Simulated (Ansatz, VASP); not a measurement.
One calculation of ZrSi3, two programs

```
CELL_PARAMETERS angstrom
3.91541 0.00000 0.00000
0.00000 3.91541 0.00000
0.00000 0.00000 3.91541
ATOMIC_POSITIONS crystal
Zr 0.00000 0.00000 0.00000
Si 0.00000 0.50000 0.50000
Si 0.50000 0.50000 0.00000
Si 0.50000 0.00000 0.50000
```

Alike in both runs: task single point; functional PBE; k mesh 8 × 8 × 8; occupations gaussian, width 0.05 eV; no spin polarisation.

|  | VASP | Ansatz |
| --- | --- | --- |
| version | VASP 6.6.1 | Ansatz 0.2.0 |
| potentials or method | VASP PAW PBE potentials, release 64 (Zr_sv, Si), cutoff 520 eV | scalar-relativistic, plane waves, PAW |
| valence electrons in the cell | 24 | 24 |

```tsv
	VASP	Ansatz	Ansatz less VASP
gap on the k mesh at the Fermi level (eV)	none	none	-
pressure (GPa)	7.3	7.3	-0.01
```

A gap of «none» marks a metal or a gap that the smearing closes.
